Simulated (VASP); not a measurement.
## ZnSe: single point with PBE

The system is ZnSe.

```
Zn Se
1.0
     5.73176   -5.73176    5.73176
    -5.73176    5.73176    5.73176
    -5.73176   -5.73176   -5.73176
Zn Se
16 16
Direct
  0.24958 0.74988 0.99950
  0.49996 0.75054 0.74957
  0.74925 0.74985 0.49928
  0.00023 0.00042 0.99935
  0.24951 0.99995 0.74920
  0.99999 0.75071 0.24957
  0.74951 0.25005 0.99943
  0.50002 0.00090 0.49949
  0.74971 0.00041 0.24940
  0.99944 0.24999 0.74933
  0.50011 0.50048 0.99935
  0.24939 0.25022 0.49977
  0.74987 0.50032 0.74957
  0.49970 0.25031 0.24948
  0.00005 0.50055 0.49951
  0.24964 0.50025 0.24943
  0.24997 0.00008 0.99942
  0.49966 0.00031 0.74928
  0.74959 0.00007 0.49928
  0.99965 0.25023 0.99946
  0.24968 0.25024 0.74971
  0.99973 0.00048 0.24932
  0.75005 0.50040 0.99963
  0.49958 0.25059 0.49956
  0.74979 0.25048 0.24961
  0.99970 0.50010 0.74933
  0.49979 0.75036 0.99945
  0.24992 0.50041 0.49959
  0.74989 0.75034 0.74958
  0.49949 0.50010 0.24913
  0.99947 0.75023 0.49928
  0.24994 0.75048 0.24971
```

```
Program             : VASP 6.6.1
Task                : single point
Functional          : PBE
Potentials or basis : VASP PAW PBE potentials, release 64 (Zn, Se)
Cutoff              : 500 eV
k mesh              : 2 × 2 × 2, shifted
Occupations         : gaussian, width 0.02 eV
Spin                : no spin polarisation
```

```yaml
Pressure: 0.2 GPa
Largest_force: 0.009 eV/Å
Band_gap_on_the_k_mesh: 2.98 eV
```

Forces in eV/Å, atoms in the order of the input:
```
Zn   0.000  0.001  0.005
Zn   0.001  0.001 -0.002
Zn  -0.001 -0.001  0.006
Zn  -0.004  0.002 -0.006
Zn  -0.004 -0.002  0.002
Zn   0.001  0.000 -0.004
Zn  -0.002 -0.001  0.004
Zn   0.002 -0.002 -0.008
Zn   0.000 -0.002 -0.001
Zn  -0.001 -0.002  0.003
Zn  -0.002  0.001 -0.007
Zn   0.004  0.001  0.007
Zn   0.000  0.001 -0.001
Zn   0.000 -0.001 -0.001
Zn  -0.002  0.001 -0.005
Zn  -0.001 -0.001  0.000
Se   0.000  0.001 -0.001
Se   0.001  0.000  0.002
Se   0.001 -0.001  0.003
Se  -0.001  0.001  0.001
Se   0.001 -0.001  0.002
Se   0.000 -0.002 -0.002
Se   0.002  0.002 -0.001
Se   0.001  0.000  0.001
Se   0.001 -0.001 -0.001
Se   0.000  0.002  0.002
Se   0.001  0.002  0.000
Se   0.001  0.000  0.000
Se  -0.001  0.001  0.001
Se   0.000  0.000  0.001
Se   0.000  0.000  0.001
Se   0.000  0.001 -0.002
```

Levels at points of the mesh, in eV from the valence-band top:
| k point | band 141 | band 142 | band 143 | band 144 | band 145 | band 146 | band 147 | band 148 |
| --- | --- | --- | --- | --- | --- | --- | --- | --- |
| (0.25, 0.25, 0.25) | -0.05 | -0.05 | -0.05 | -0.05 | 3.06 | 3.06 | 3.06 | 3.06 |

It took 7.5 min on 4 MPI ranks on Intel(R) Xeon(R) Platinum 8375C CPU @ 2.90GHz (Ice Lake), on a shared host, peak memory 0.53 GiB a rank.

Caveat: a shifted mesh leaves out Γ, where band edges can lie. A k mesh can miss the band edges.
